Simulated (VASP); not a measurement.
# Eu (Im-3m) in VASP: a series of runs, part 2 of 2

VASP 6.6.1. Earlier steps stand in the parts before.

## Step 3: Single point, PBE, collinear spin, antiferromagnetic start

Input file INCAR:

```
SYSTEM = Eu
PREC     = Accurate       ! precision mode
ENCUT    = 520            ! plane-wave cutoff, eV
EDIFF    = 1E-7           ! SCF threshold, eV
ISMEAR   = -1             ! smearing method
SIGMA    = 0.05           ! smearing width, eV
LREAL    = .FALSE.        ! projectors in reciprocal space
LASPH    = .TRUE.         ! aspherical terms in the spheres
NELM     = 150            ! most SCF steps
ALGO     = Normal         ! electronic algorithm
ISIF     = 2              ! what is computed and relaxed
LWAVE    = .FALSE.        ! write WAVECAR
LCHARG   = .FALSE.        ! write CHGCAR
ISPIN    = 2              ! spin polarisation
MAGMOM   = 6.888 -6.888   ! initial moments
LORBIT   = 11             ! projections on sites
LMAXMIX  = 6              ! l up to which the mixer works
GGA      = PE             ! functional
NBANDS   = 28             ! bands
```

Input file KPOINTS:

```
regular mesh
0
G
  10 10 10
  0 0 0
```

Input file POSCAR:

```
Eu
1.0
    4.4024365267      0.0000000000      0.0000000000
    0.0000000000      4.4024365267      0.0000000000
    0.0000000000      0.0000000000      4.4024365267
Eu
2
Direct
    0.0000000000      0.0000000000      0.0000000000
    0.5000000000      0.5000000000      0.5000000000
```

Potentials or basis: VASP PAW PBE potentials, release 64 (Eu).

The run is started by

```sh
$ cat potpaw_PBE.64/Eu/POTCAR > POTCAR
$ mpirun -np 1 vasp_std > vasp.out
```

OUTCAR:

```text
SYSTEM = Eu
   PREC = Accurate
   ENCUT = 520
   EDIFF = 1E-7
   ISMEAR = -1
   LREAL = .FALSE.
   LASPH = .TRUE.
   NELM = 150
   ISIF = 2
   ISPIN = 2
   LORBIT = 11
   GGA = PE

 ion  position               nearest neighbor table
   1  0.000  0.000  0.000-
   2  0.500  0.500  0.500-

  LATTYP: Found a simple cubic cell.
 ALAT       =     4.4024365267

  Lattice vectors:

 A1 = (   4.4024365267,   0.0000000000,   0.0000000000)
 A2 = (   0.0000000000,   4.4024365267,   0.0000000000)
 A3 = (   0.0000000000,   0.0000000000,   4.4024365267)

Analysis of symmetry for initial positions (statically):
=====================================================================
 Subroutine PRICEL returns following result:

  LATTYP: Found a body centered cubic cell.
 ALAT       =     4.4024365267
[... 12 lines left out ...]
 Subroutine GETGRP returns: Found 48 space group operations
 (whereof 48 operations were pure point group operations)
 out of a pool of 48 trial point group operations.

The static configuration has the point symmetry O_h .

Analysis of symmetry for dynamics (positions and initial velocities):
=====================================================================
 Subroutine PRICEL returns following result:

  LATTYP: Found a body centered cubic cell.
 ALAT       =     4.4024365267
[... 12 lines left out ...]
 Subroutine GETGRP returns: Found 48 space group operations
 (whereof 48 operations were pure point group operations)
 out of a pool of 48 trial point group operations.

The dynamic configuration has the point symmetry O_h .

Analysis of structural, dynamic, and magnetic symmetry:
=====================================================================
 Subroutine PRICEL returns following result:

  LATTYP: Found a body centered cubic cell.
 ALAT       =     4.4024365267
[... 12 lines left out ...]
 Subroutine GETGRP returns: Found 48 space group operations
 (whereof 48 operations were pure point group operations)
 out of a pool of 48 trial point group operations.

The overall configuration has the point symmetry O_h .

 Subroutine INISYM returns: Found 48 space group operations
 (whereof 48 operations are pure point group operations),
 and found     2 'primitive' translations

----------------------------------------------------------------------------------------

                                     Primitive cell

  volume of cell :      42.6628

  direct lattice vectors                    reciprocal lattice vectors
     2.201218263  2.201218263 -2.201218263     0.227146943  0.227146943  0.000000000
    -2.201218263  2.201218263  2.201218263    -0.000000000  0.227146943  0.227146943
     2.201218263 -2.201218263  2.201218263     0.227146943  0.000000000  0.227146943

  length of vectors
     3.812621871  3.812621871  3.812621871     0.321234288  0.321234288  0.321234288

  position of ions in fractional coordinates (direct lattice)
     0.000000000  0.000000000  0.000000000

  ion indices of the primitive-cell ions
   primitive index   ion index
                 1           1

[... 55 lines left out ...]
   total plane-waves  NPLWV =  46656
   dimension x,y,z NGX =    36 NGY =   36 NGZ =   36
   dimension x,y,z NGXF=    72 NGYF=   72 NGZF=   72
   ions per type =               2
   NGX,Y,Z   is equivalent  to a cutoff of  13.59, 13.59, 13.59 a.u.
   NGXF,Y,Z  is equivalent  to a cutoff of  27.19, 27.19, 27.19 a.u.
 SYSTEM =  Eu
   PREC   = accura    normal or accurate (medium, high low for compatibility)
   ISTART =      0    job   : 0-new  1-cont  2-samecut
   ICHARG =      2    charge: 1-file 2-atom 10-const
   ISPIN  =      2    spin polarized calculation?
   LNONCOLLINEAR =      F non collinear calculations
   LSORBIT =      F    spin-orbit coupling
   LASPH  =      T    aspherical Exc in radial PAW
   ENCUT  =  520.0 eV  38.22 Ry    6.18 a.u.   8.19  8.19  8.19*2*pi/ulx,y,z
   NELM   =    150;   NELMIN=  2; NELMDL= -5     # of ELM steps
   EDIFF  = 0.1E-06   stopping-criterion for ELM
   LREAL  =      F    real-space projection
   EDIFFG = 0.1E-05   stopping-criterion for IOM
   NSW    =      0    number of steps for IOM
   IBRION =     -1    ionic relax: 0-MD 1-quasi-New 2-CG
   NFREE  =      0    steps in history (QN), initial steepest desc. (CG)
   ISIF   =      2    stress and relaxation
   ISYM   =      2    0-nonsym 1-usesym 2-fastsym
   POTIM  = 0.5000    time-step for ionic-motion
   TEBEG  =    0.0;   TEEND  =   0.0 temperature during run
   PSTRESS=    0.0 pullay stress
   NELECT =      34.0000    total number of electrons
   NUPDOWN=      -1.0000    fix difference up-down
   EMIN   =  10.00;   EMAX   =-10.00  energy-range for DOS
   EFERMI =   0.00;   METHOD = LEGACY
   ISMEAR =    -1;   SIGMA  =   0.05  broadening in eV -4-tet -1-fermi 0-gaus
   EFERMI_NEDOS =   21; number of points for ismear=-14 and -15
   IALGO  =     38    algorithm
   IMIX   =      4    mixing-type and parameters
     AMIX     =   0.40;   BMIX     =  1.00
     AMIX_MAG =   1.60;   BMIX_MAG =  1.00
  volume/ion in A,a.u.               =      42.66       287.90
  Fermi-wavevector in a.u.,A,eV,Ry     =   1.204688  2.276531 19.745781  1.451274
  Thomas-Fermi vector in A             =   2.340406
   LORBIT       =     11    0 simple, 1 ext, 2 COOP (PROOUT), +10 PAW based schemes
   GGA     = PE    functional components
   LHFCALC =     F    Hartree Fock is set to
   AEXX    =    0.0000 exact exchange contribution
   IVDW    =     0    specifies the selected vdW correction
   LEPSILON=     F    determine dielectric tensor
   LRPA    =     F    only Hartree local field effects (RPA)
 spin polarized calculation
  energy-cutoff  :      520.00
  volume of cell :       85.33
 maximum number of plane-waves:      2325
 NGX is ok and might be reduce to    36
   NGX = 17   NGY = 17   NGZ = 17

 number of electron      34.0000000 magnetization      -0.0000000

 number of electron      34.0000004 magnetization       0.0000000

 Free energy of the ion-electron system (eV)
  ---------------------------------------------------
  ext. energy  EPLUGINS =         0.00000000
  ---------------------------------------------------
  free energy    TOTEN  =       -22.80934195 eV

  energy without entropy =      -22.77660532  energy(sigma->0) =      -22.79297364

 E-fermi :   2.0014     XC(G=0):  -8.7771

 val. band max:        1.9874146140   @ k =   0.3000   0.3000   0.2000
 cond. band min:       2.0268862629   @ k =   0.3000   0.0000   0.0000
 fundamental gap:      0.0394716489
 Fermi energy:         2.0014205182

 spin component 1

 k-point     1 :       0.0000    0.0000    0.0000
  band No.  band energies     occupation
      1     -39.5128      1.00000
      2     -36.4156      1.00000
      3     -18.2716      1.00000
      4     -18.2716      1.00000
      5     -18.2716      1.00000
      6     -16.0076      1.00000
[... 733 lines left out ...]
     27       6.4863      0.00000
     28       6.5354      0.00000

 [... further k-points ...]

 spin component 2

 k-point     1 :       0.0000    0.0000    0.0000
  band No.  band energies     occupation
      1     -39.5128      1.00000
      2     -36.4156      1.00000
      3     -18.2716      1.00000
      4     -18.2716      1.00000
      5     -18.2716      1.00000
      6     -16.0076      1.00000
[... 733 lines left out ...]
     27       6.4815      0.00000
     28       6.5301      0.00000

 [... further k-points ...]
[... 5 lines left out ...]
  --------------------------------------------------------------------------------------
  -------------------------------------------------------------------------------------
  Total       -0.1721958     -0.1721958     -0.1721958     -0.0000000     -0.0000000     -0.0000000
  in kB       -3.2333586     -3.2333586     -3.2333586     -0.0000000     -0.0000000     -0.0000000
  external PRESSURE =      -3.2333586 kB  Pullay stress =       0.0000000 kB

 VOLUME and BASIS-vectors are now :
 -----------------------------------------------------------------------------
  energy-cutoff  :      520.00
  volume of cell :       85.33
      direct lattice vectors                 reciprocal lattice vectors
     4.402436527  0.000000000  0.000000000     0.227146943  0.000000000  0.000000000
     0.000000000  4.402436527  0.000000000     0.000000000  0.227146943  0.000000000
     0.000000000  0.000000000  4.402436527     0.000000000  0.000000000  0.227146943

 POSITION                                       TOTAL-FORCE (eV/Angst)
 -----------------------------------------------------------------------------------
      0.00000      0.00000      0.00000         0.000000     -0.000000      0.000000
      2.20122      2.20122      2.20122        -0.000000      0.000000     -0.000000
 -----------------------------------------------------------------------------------
    total drift:                                0.000000      0.000000      0.000000

  FREE ENERGIE OF THE ION-ELECTRON SYSTEM (eV)
  ---------------------------------------------------
  free  energy   TOTEN  =       -22.8093419519 eV

  energy  without entropy=      -22.7766053227  energy(sigma->0) =      -22.79297364

 total charge

# of ion       s       p       d       f       tot
--------------------------------------------------
    1        2.087   5.711   0.278   6.659  14.735
    2        2.087   5.711   0.278   6.659  14.735
--------------------------------------------------
tot          4.174  11.423   0.555  13.319  29.471

 magnetization (x)

# of ion       s       p       d       f       tot
--------------------------------------------------
    1       -0.000  -0.112   0.063   6.653   6.605
    2        0.000   0.112  -0.063  -6.653  -6.605
--------------------------------------------------
tot          0.000   0.000   0.000   0.000   0.000
```

Run time: 7.8 min. Hardware: 1 thread of Intel Xeon Platinum 8488C (Sapphire Rapids), shared host; peak memory 0.37 GiB.

Results:

```yaml
Free_energy: -22.8093 eV
Pressure: -0.3 GPa
Band_gap_on_the_k_mesh: zero (filled and empty bands overlap)
Net_moment: 0.00 μB per cell
Site_moments: Eu +6.61, -6.61 μB
Valence_electrons_inside_the_program's_atomic_spheres: Eu 14.73
```

Levels at points of the mesh, in eV from the Fermi level:
Spin up:
```csv
k point,band 15,band 16,band 17,band 18,band 19,band 20
"(0.00, 0.00, 0.00)",-0.29,-0.28,-0.28,-0.28,2.30,2.30
"(0.50, 0.00, 0.00)",-0.32,-0.25,-0.25,0.62,1.52,1.96
"(0.50, 0.50, 0.00)",-0.30,-0.25,-0.24,0.89,0.89,1.20
"(0.50, 0.50, 0.50)",-0.25,0.42,0.42,0.42,0.61,0.61
```
Spin down:
```
           k point  band 13  band 14  band 15  band 16  band 17  band 18  band 19  band 20  band 21  band 22
(0.00, 0.00, 0.00)    -0.29    -0.29    -0.29    -0.28    -0.28    -0.28     2.30     2.30     2.30     4.20
(0.50, 0.00, 0.00)    -0.33    -0.32    -0.32    -0.25    -0.25     0.62     1.52     1.96     1.96     2.73
(0.50, 0.50, 0.00)    -0.31    -0.30    -0.30    -0.25    -0.24     0.89     0.89     1.20     1.20     3.65
(0.50, 0.50, 0.50)    -0.25    -0.25    -0.25     0.42     0.42     0.42     0.61     0.61     0.61     3.38
```

Caveat: the antiferromagnetic order is the one typed at the start, and another may lie lower; spin-orbit coupling is left out, which moves the levels of the heavy elements; semilocal functionals describe open f shells poorly, which spoils levels, moments and volumes. The state reached can hang on the start; a lower one may exist.

## Step 4: Relaxation of cell and atoms, PBE, collinear spin, antiferromagnetic start

This run uses another cell than the first one, of 47.13 Å³/atom.

Input file INCAR:

```
PREC = Accurate
ENCUT = 600
EDIFF = 1E-6
ISMEAR = -1
SIGMA = 0.05
LREAL = False
LASPH = True
NELM = 150
ALGO = Normal
ISIF = 3
LWAVE = False
LCHARG = False
ISPIN = 2
MAGMOM = 7 -7
LORBIT = 11
LMAXMIX = 6
GGA = PE
IBRION = 2
NSW = 80
EDIFFG = -0.01
```

Input file KPOINTS:

```
regular mesh
0
Gamma
  7 7 7
```

Input file POSCAR:

```
Eu
1.0
    4.5510000000      0.0000000000      0.0000000000
    0.0000000000      4.5510000000      0.0000000000
    0.0000000000      0.0000000000      4.5510000000
Eu
2
Direct
    0.0000000000      0.0000000000      0.0000000000
    0.5000000000      0.5000000000      0.5000000000
```

Potentials or basis: VASP PAW PBE potentials, release 64 (Eu).

The run is started by

```sh
$ cat potpaw_PBE.64/Eu/POTCAR > POTCAR
$ mpirun -np 1 vasp_std > vasp.out
```

OUTCAR:

```text
PREC = Accurate
   ENCUT = 600
   EDIFF = 1E-6
   ISMEAR = -1
   LREAL = False
   LASPH = True
   NELM = 150
   ISIF = 3
   ISPIN = 2
   LORBIT = 11
   GGA = PE
   IBRION = 2
   NSW = 80
   EDIFFG = -0.01

 ion  position               nearest neighbor table
   1  0.000  0.000  0.000-
   2  0.500  0.500  0.500-

  LATTYP: Found a simple cubic cell.
 ALAT       =     4.5510000000

  Lattice vectors:

 A1 = (   4.5510000000,   0.0000000000,   0.0000000000)
 A2 = (   0.0000000000,   4.5510000000,   0.0000000000)
 A3 = (   0.0000000000,   0.0000000000,   4.5510000000)

Analysis of symmetry for initial positions (statically):
=====================================================================
 Subroutine PRICEL returns following result:

[... 373 lines left out ...]
 val. band max:        2.0522377625   @ k =   0.2857   0.0000   0.0000
 cond. band min:       2.1099560850   @ k =   0.2857   0.1429   0.0000
 fundamental gap:      0.0577183225
 Fermi energy:         2.0722068497

 spin component 1

 k-point     1 :       0.0000    0.0000    0.0000
  band No.  band energies     occupation
      1     -39.4054      1.00000
      2     -36.3118      1.00000
      3     -18.1602      1.00000
      4     -18.1602      1.00000
      5     -18.1602      1.00000
      6     -15.8979      1.00000
[... 469 lines left out ...]
     20       2.7201      0.00000
     21       2.7201      0.00000
 Fermi energy:         2.0722068497

 spin component 2

 k-point     1 :       0.0000    0.0000    0.0000
  band No.  band energies     occupation
      1     -39.4054      1.00000
      2     -36.3118      1.00000
      3     -18.1602      1.00000
      4     -18.1602      1.00000
      5     -18.1602      1.00000
      6     -15.8979      1.00000
[... 498 lines left out ...]
  FREE ENERGIE OF THE ION-ELECTRON SYSTEM (eV)
  ---------------------------------------------------
  free  energy   TOTEN  =       -22.8189791380 eV

  energy  without entropy=      -22.7835294052  energy(sigma->0) =      -22.80125427

 reached required accuracy - stopping structural energy minimisation

 total charge

# of ion       s       p       d       f       tot
--------------------------------------------------
    1        2.089   5.709   0.289   6.651  14.737
    2        2.089   5.709   0.289   6.651  14.737
--------------------------------------------------
tot          4.177  11.418   0.578  13.302  29.475

 magnetization (x)

# of ion       s       p       d       f       tot
--------------------------------------------------
    1        0.000  -0.110   0.064   6.644   6.599
    2       -0.000   0.110  -0.064  -6.644  -6.599
--------------------------------------------------
tot          0.000   0.000   0.000   0.000   0.000
```

CONTCAR:

```text
Eu
   1.00000000000000
     4.3657844325633759   -0.0000000000000000   -0.0000000000000000
    -0.0000000000000000    4.3657844325633759    0.0000000000000000
    -0.0000000000000000   -0.0000000000000000    4.3657844325633759
  Eu
     2
Direct
     0.0000000000000000    0.0000000000000000    0.0000000000000000
     0.5000000000000000    0.5000000000000000    0.5000000000000000

  0.00000000E+00  0.00000000E+00  0.00000000E+00
  0.00000000E+00  0.00000000E+00  0.00000000E+00
```

Wall time 20 min (1 thread of Intel Xeon Platinum 8488C (Sapphire Rapids), shared host); peak memory 0.32 GiB.

What came out:

* Free energy: -22.8190 eV
* Relaxed volume: 41.61 Å³/atom
* Relaxed cell: a = 4.366 Å, b = 4.366 Å, c = 4.366 Å, α = 90.00°, β = 90.00°, γ = 90.00°
* Space group after relaxing (to 0.1 Å): Im-3m (No. 229)
* Energy gained by relaxing: 24.8 meV/atom
* Ionic steps: 5
* Pressure after relaxing: 0.0 GPa
* Band gap on the k mesh: zero (filled and empty bands overlap)
* Net moment: 0.00 μB per cell
* Site moments: Eu +6.60, -6.60 μB
* Valence electrons inside the program's atomic spheres: Eu 14.74

The path:
```
step  energy change (eV)  largest force (eV/Å)  pressure (GPa)  volume (Å³)
   1              0.0000                0.0000           -1.35        94.26
   2             -0.0362                0.0000           -0.71        88.93
   3             -0.0468                0.0000           -0.58        86.06
   4             -0.0438                0.0000            0.61        80.50
   5             -0.0495                0.0000           -0.04        83.21
```

Final structure:
```
CELL_PARAMETERS angstrom
4.36578 0.00000 0.00000
0.00000 4.36578 0.00000
0.00000 0.00000 4.36578
ATOMIC_POSITIONS crystal
Eu 0.00000 0.00000 0.00000
Eu 0.50000 0.50000 0.50000
```

Caveat: the antiferromagnetic order is the one typed at the start, and another may lie lower; spin-orbit coupling is left out, which moves the levels of the heavy elements; semilocal functionals describe open f shells poorly, which spoils levels, moments and volumes. The state reached can hang on the start; a lower one may exist.

## Step 5: Overview

| task | cell | k mesh | cutoff (eV) | gap on the mesh (eV) | pressure (GPa) | moment (μB) |
| --- | --- | --- | --- | --- | --- | --- |
| single point | a = 4.402 Å, 2 atoms | 7 × 7 × 7 | 520 | none | -0.4 | 0.00 |
| single point | a = 4.402 Å, 2 atoms | 10 × 10 × 10 | 520 | none | -0.3 | 0.00 |
| relaxation of cell and atoms | relaxed from a = 4.551 Å, 2 atoms | 7 × 7 × 7 | 600 | none | 0.0 | 0.00 |

Alike in all rows: level PBE; potentials or basis VASP PAW PBE potentials, release 64 (Eu); spin collinear, antiferromagnetic start; smearing fermi-dirac 0.05 eV.

Caveats: the antiferromagnetic order is the one typed at the start, and another may lie lower; spin-orbit coupling is left out, which moves the levels of the heavy elements; semilocal functionals describe open f shells poorly, which spoils levels, moments and volumes.

Absolute energies hang on the potentials; compare differences alone.

The gap in the log of VASP goes by the Fermi energy; the results here count the filled bands.